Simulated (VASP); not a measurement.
# HfW (P-6m2) in VASP: further runs, part 2 of 2

VASP 6.6.1. Earlier steps stand in the parts before.

### Step 3. Relaxation of cell and atoms, PBE

This run uses another cell than the first one, of 18.56 Å³/atom.

The input, INCAR:

```
PREC = Accurate
ENCUT = 600
EDIFF = 1E-7
ISMEAR = 0
SIGMA = 0.1
LREAL = F
LASPH = T
NELM = 80
ALGO = Normal
ISIF = 3
LWAVE = F
LCHARG = F
GGA = PE
IBRION = 2
NSW = 90
EDIFFG = -0.04
```

The input, KPOINTS:

```
regular mesh
0
Gamma
  6 6 4
```

The input, POSCAR:

```
HfW
1.0
    3.0576445398      0.0000000000      0.0000000000
   -1.5288222699      2.6479978473      0.0000000000
    0.0000000000      0.0000000000      4.5848108951
Hf W
1 1
Direct
    0.6666666667      0.3333333333      0.0000000000
    0.0000000000      0.0000000000      0.5000000000
```

Potentials or basis: VASP PAW PBE potentials, release 64 (Hf_pv, W_sv).

The run is started by

```console
> cat potpaw_PBE.64/Hf_pv/POTCAR potpaw_PBE.64/W_sv/POTCAR > POTCAR
> mpirun -np 1 vasp_std > vasp.out
```

OUTCAR:

```text
PREC = Accurate
   ENCUT = 600
   EDIFF = 1E-7
   ISMEAR = 0
   LREAL = F
   LASPH = T
   NELM = 80
   ISIF = 3
   GGA = PE
   IBRION = 2
   NSW = 90
   EDIFFG = -0.04

 ion  position               nearest neighbor table
   1  0.667  0.333  0.000-   2 2.89   2 2.89   2 2.89   2 2.89   2 2.89   2 2.89
   2  0.000  0.000  0.500-   1 2.89   1 2.89   1 2.89   1 2.89   1 2.89   1 2.89

  LATTYP: Found a hexagonal cell.
 ALAT       =     3.0576445398
 C/A-ratio  =     1.4994584346

  Lattice vectors:

 A1 = (   3.0576445398,   0.0000000000,   0.0000000000)
 A2 = (  -1.5288222699,   2.6479978473,   0.0000000000)
 A3 = (   0.0000000000,   0.0000000000,   4.5848108951)

[... 271 lines left out ...]
  FREE ENERGIE OF THE ION-ELECTRON SYSTEM (eV)
  ---------------------------------------------------
  free  energy   TOTEN  =       -21.8459890982 eV

  energy  without entropy=      -21.8299285874  energy(sigma->0) =      -21.83795884

[... ionic steps 4 to 8 ...]

--------------------------------------- Ionic step        9  -------------------------------------------

 number of electron      24.0000001 magnetization

------------------------ aborting loop because EDIFF is reached ----------------------------------------
[... 67 lines left out ...]
--------------------------------------- Ionic step       11  -------------------------------------------

 number of electron      24.0000001 magnetization

 Free energy of the ion-electron system (eV)
  ---------------------------------------------------
  ext. energy  EPLUGINS =         0.00000000
  ---------------------------------------------------
  free energy    TOTEN  =       -21.92301865 eV

  energy without entropy =      -21.90468500  energy(sigma->0) =      -21.91385182

 E-fermi :   7.4170     XC(G=0): -12.3743

 val. band max:        7.4146812000   @ k =   0.3333   0.3333   0.5000
 cond. band min:       7.4303799543   @ k =   0.0000   0.0000   0.0000
 fundamental gap:      0.0156987543
 Fermi energy:         7.4170098241

 k-point     1 :       0.0000    0.0000    0.0000
  band No.  band energies     occupation
      1     -66.3227      2.00000
      2     -30.5618      2.00000
      3     -30.1709      2.00000
      4     -30.1709      2.00000
      5     -22.7203      2.00000
      6     -22.2318      2.00000
[... 417 lines left out ...]
  FREE ENERGIE OF THE ION-ELECTRON SYSTEM (eV)
  ---------------------------------------------------
  free  energy   TOTEN  =       -21.9230186485 eV

  energy  without entropy=      -21.9046849966  energy(sigma->0) =      -21.91385182

 reached required accuracy - stopping structural energy minimisation
```

CONTCAR:

```text
HfW
   1.00000000000000
     2.9544969748828769   -0.0000000000000000    0.0000000000000000
    -1.4772484874414384    2.5586694357340733    0.0000000000000000
     0.0000000000000000   -0.0000000000000000    4.9857718805330027
  Hf              W
     1     1
Direct
     0.6666666667000030    0.3333333332999970    0.0000000000000000
     0.0000000000000000    0.0000000000000000    0.5000000000000000

  0.00000000E+00  0.00000000E+00  0.00000000E+00
  0.00000000E+00  0.00000000E+00  0.00000000E+00
```

It took 55 s on 1 thread of Intel Xeon 6975P-C (Granite Rapids), shared host; peak memory 0.17 GiB.

What came out:

```yaml
Free_energy: -21.9230 eV
Relaxed_volume: 18.85 Å³/atom
Relaxed_cell: a = 2.954 Å, b = 2.954 Å, c = 4.986 Å, α = 90.00°, β = 90.00°, γ = 120.00°
Space_group_after_relaxing_to_0.1_Å: P-6m2 (No. 187)
Energy_gained_by_relaxing: 53.2 meV/atom
Ionic_steps: 11
Pressure_after_relaxing: 0.0 GPa
Band_gap_on_the_k_mesh: zero (bands 12 and 13 overlap by 1.22 eV)
```

Stress tensor (GPa, compression positive):
```
 0.08  0.00  0.00
 0.00  0.08  0.00
 0.00  0.00 -0.22
```

Step by step:
| step | energy change (eV) | largest force (eV/Å) | pressure (GPa) | volume (Å³) |
| --- | --- | --- | --- | --- |
| 1 | 0.0000 | 0.0000 | 4.44 | 37.12 |
| 2 | -0.0014 | 0.0000 | -8.05 | 39.93 |
| 3 | -0.0294 | 0.0000 | -2.34 | 38.53 |
| 4 | -0.0819 | 0.0000 | -3.41 | 38.55 |
| 5 | -0.0923 | 0.0000 | -3.56 | 38.54 |
| 6 | -0.0947 | 0.0000 | -3.64 | 38.49 |
| 7 | -0.0970 | 0.0000 | -3.61 | 38.52 |
| 8 | -0.0651 | 0.0000 | 8.14 | 36.07 |
| 9 | -0.1062 | 0.0000 | -0.16 | 37.71 |
| 10 | -0.1062 | 0.0000 | -0.09 | 37.70 |
| 11 | -0.1064 | 0.0000 | -0.02 | 37.69 |

Final structure:
```xyz
2
Lattice="2.9545 0.0000 0.0000 -1.4772 2.5587 0.0000 0.0000 0.0000 4.9858" Properties=species:S:1:pos:R:3 pbc="T T T"
Hf    1.4772    0.8529    0.0000
W     0.0000    0.0000    2.4929
```

Levels at points of the mesh, in eV from the Fermi level:
```tsv
k point	band 8	band 9	band 10	band 11	band 12	band 13	band 14	band 15	band 16
(0.00, 0.00, 0.00)	-8.10	-4.70	-0.07	-0.07	0.01	0.44	1.87	1.87	1.97
(0.50, 0.00, 0.00)	-4.13	-3.62	-3.25	-0.69	0.06	0.26	0.85	4.57	6.13
(0.00, 0.00, 0.50)	-6.33	-5.87	-1.39	-0.22	-0.19	-0.19	0.95	0.95	3.50
(0.50, 0.00, 0.50)	-4.40	-4.16	-2.34	-1.80	1.03	1.32	1.94	3.48	4.63
```

Caveat: the k points lie up to 0.41 Å⁻¹ apart in the final cell, too coarse for converged energies and pressures of a metal; spin-orbit coupling is left out, which moves the levels of the heavy elements.

### Step 4. Single point, PBE

This run uses another cell than the first one, of 18.82 Å³/atom.

The input, INCAR:

```
PREC = Accurate
ENCUT = 520
EDIFF = 1E-6
ISMEAR = 0
SIGMA = 0.1
LREAL = False
LASPH = True
NELM = 100
ALGO = Fast
ISIF = 2
LWAVE = False
LCHARG = False
GGA = PE
NBANDS = 19
```

The input, KPOINTS:

```
Automatic mesh
0
Gamma
  21 21 12
```

The input, POSCAR:

```
HfW
1.0
    2.9118148343      0.0000000000      0.0000000000
   -1.4559074171      2.5217056176      0.0000000000
    0.0000000000      0.0000000000      5.1261281673
Hf W
1 1
Direct
    0.6666666667      0.3333333333      0.0000000000
    0.0000000000      0.0000000000      0.5000000000
```

The run is started by

```console
> cat potpaw_PBE.64/Hf_pv/POTCAR potpaw_PBE.64/W_sv/POTCAR > POTCAR
> mpirun -np 1 vasp_std > vasp.out
```

Wall time 1.7 min (1 thread of Intel Xeon 6975P-C (Granite Rapids), shared host); peak memory 0.36 GiB.

It converged, with:

```yaml
Free_energy: -21.9489 eV
Pressure: -0.3 GPa
Band_gap_on_the_k_mesh: zero (bands 12 and 13 overlap by 1.41 eV)
```

Stress tensor (GPa, compression positive):
```
-0.24  0.00  0.00
 0.00 -0.24  0.00
 0.00  0.00 -0.41
```

Levels at points of the mesh, in eV from the Fermi level:
```
           k point  band 8  band 9  band 10  band 11  band 12  band 13  band 14  band 15  band 16  band 17
(0.00, 0.00, 0.00)   -8.13   -4.82    -0.44    -0.10    -0.10     0.06     1.93     1.93     2.20     2.20
(0.00, 0.00, 0.50)   -6.53   -5.95    -1.64    -0.51    -0.18    -0.18     1.19     1.19     3.41     3.41
```

Caveat: spin-orbit coupling is left out, which moves the levels of the heavy elements.

### Step 5. Relaxation of cell and atoms, PBE

The input, INCAR:

```
ALGO     = Fast           # electronic algorithm
EDIFF    = 1E-6           # SCF threshold, eV
EDIFFG   = -0.01          # ionic threshold
ENCUT    = 600            # plane-wave cutoff, eV
GGA      = PE             # functional
IBRION   = 2              # ionic algorithm
ISIF     = 3              # what is computed and relaxed
ISMEAR   = 0              # smearing method
LASPH    = True           # aspherical terms in the spheres
LCHARG   = False          # write CHGCAR
LREAL    = False          # projectors in reciprocal space
LWAVE    = False          # write WAVECAR
NELM     = 80             # most SCF steps
NSW      = 100            # ionic steps
PREC     = Accurate       # precision mode
SIGMA    = 0.1            # smearing width, eV
```

The input, KPOINTS:

```
k-points
0
Gamma
  21 21 12
```

The input, POSCAR:

```
HfW
1.0
    2.9599034011      0.0000000000      0.0000000000
   -1.4799517005      2.5633515381      0.0000000000
    0.0000000000      0.0000000000      4.9809127374
Hf W
1 1
Direct
    0.6666666667      0.3333333333      0.0000000000
    0.0000000000      0.0000000000      0.5000000000
```

The run is started by

```console
> cat potpaw_PBE.64/Hf_pv/POTCAR potpaw_PBE.64/W_sv/POTCAR > POTCAR
> mpirun -np 1 vasp_std > vasp.out
```

Run time: 4.2 min. Hardware: 1 thread of Intel Xeon 6975P-C (Granite Rapids), shared host; peak memory 0.39 GiB.

It converged, with:

| Property | Result |
| --- | --- |
| Free energy | -21.9493 eV |
| Relaxed volume | 18.78 Å³/atom |
| Relaxed cell | a = 2.912 Å, b = 2.912 Å, c = 5.115 Å, α = 90.00°, β = 90.00°, γ = 120.00° |
| Space group after relaxing (to 0.1 Å) | P-6m2 (No. 187) |
| Energy gained by relaxing | 4.6 meV/atom |
| Ionic steps | 6 |
| Pressure after relaxing | 0.1 GPa |
| Band gap on the k mesh | zero (bands 12 and 13 overlap by 1.41 eV) |

Step by step:
```csv
step,energy change (eV),largest force (eV/Å),pressure (GPa),volume (Å³)
1,0.0000,0.0000,-0.78,37.79
2,-0.0037,0.0000,1.51,37.29
3,-0.0037,0.0000,1.31,37.33
4,-0.0067,0.0000,0.87,37.41
5,-0.0092,0.0000,0.06,37.58
6,-0.0092,0.0000,0.07,37.57
```

Final structure:
```cif
data_structure
_symmetry_space_group_name_H-M 'P 1'
_symmetry_Int_Tables_number 1
_cell_length_a 2.9123
_cell_length_b 2.9123
_cell_length_c 5.1147
_cell_angle_alpha 90.000
_cell_angle_beta 90.000
_cell_angle_gamma 120.000
_cell_volume 37.57
loop_
_atom_site_label
_atom_site_type_symbol
_atom_site_fract_x
_atom_site_fract_y
_atom_site_fract_z
_atom_site_occupancy
Hf1 Hf 0.66667 0.33333 0.00000 1
W1 W 0.00000 0.00000 0.50000 1
```

Levels at points of the mesh, in eV from the Fermi level:
| k point | band 10 | band 11 | band 12 | band 13 | band 14 | band 15 |
| --- | --- | --- | --- | --- | --- | --- |
| (0.00, 0.00, 0.00) | -0.42 | -0.10 | -0.10 | 0.08 | 1.93 | 1.93 |
| (0.00, 0.00, 0.50) | -1.63 | -0.50 | -0.19 | -0.19 | 1.17 | 1.17 |

Caveat: spin-orbit coupling is left out, which moves the levels of the heavy elements.

### Step 6. The runs side by side

| task | cell | k mesh | cutoff (eV) | gap on the mesh (eV) | pressure (GPa) | relaxed volume (Å³/atom) |
| --- | --- | --- | --- | --- | --- | --- |
| single point | a = 2.960, b = 2.960, c = 4.981 Å, angles 90.0, 90.0, 120.0°, 2 atoms | 6 × 6 × 4 | 520 | none | -0.5 | - |
| relaxation of cell and atoms | relaxed from a = 3.058, b = 3.058, c = 4.585 Å, angles 90.0, 90.0, 120.0°, 2 atoms | 6 × 6 × 4 | 600 | none | 0.0 | 18.85 |
| single point | a = 2.912, b = 2.912, c = 5.126 Å, angles 90.0, 90.0, 120.0°, 2 atoms | 21 × 21 × 12 | 520 | none | -0.3 | - |
| relaxation of cell and atoms | relaxed from a = 2.960, b = 2.960, c = 4.981 Å, angles 90.0, 90.0, 120.0°, 2 atoms | 21 × 21 × 12 | 600 | none | 0.1 | 18.78 |

Alike in all rows: level PBE; potentials or basis VASP PAW PBE potentials, release 64 (Hf_pv, W_sv); no spin polarisation; smearing gaussian 0.1 eV.

Caveats: some runs use coarse meshes; spin-orbit coupling is left out, which moves the levels of the heavy elements.

Absolute energies hang on the potentials; compare differences alone.

The gap in the log of VASP goes by the Fermi energy; the results here count the filled bands.